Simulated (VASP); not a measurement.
Si, 2 atoms in the cell. The structure is cubic, space group Fd-3m (No. 227). The conventional cell has a = 5.470 Å, b = 5.470 Å, c = 5.470 Å, α = 90.00°, β = 90.00°, γ = 90.00°. Within 3.1 Å of Si (site symmetry -43m) lie 4 Si at 2.37 Å. 

* Program: VASP 6.6.1
* Task: single point
* Functional: PBE
* Potentials or basis: VASP PAW PBE potentials, release 64 (Si)
* Cutoff: 520 eV
* k mesh: 8 × 8 × 8
* Occupations: gaussian, width 0.01 eV
* Spin: no spin polarisation
* Dipole correction: no
* Further INCAR settings: ALGO = Normal; EDIFF = 1e-06; NBANDS = 11

Potentials or basis: VASP PAW PBE potentials, release 64 (Si).

Run with:

```console
$ cat potpaw_PBE.64/Si/POTCAR > POTCAR
$ mpirun -np 1 vasp_std > vasp.out
```

Hardware: 1 thread of AMD EPYC 9R45 96-Core Processor (Zen 5), with other jobs on the host.

Q: Estimate the wall time of this run.

A: It took 6.3 s on 1 thread of AMD EPYC 9R45 96-Core Processor (Zen 5) (shared host), peak memory 0.13 GiB. Counts: scf iterations 11, k points 29.
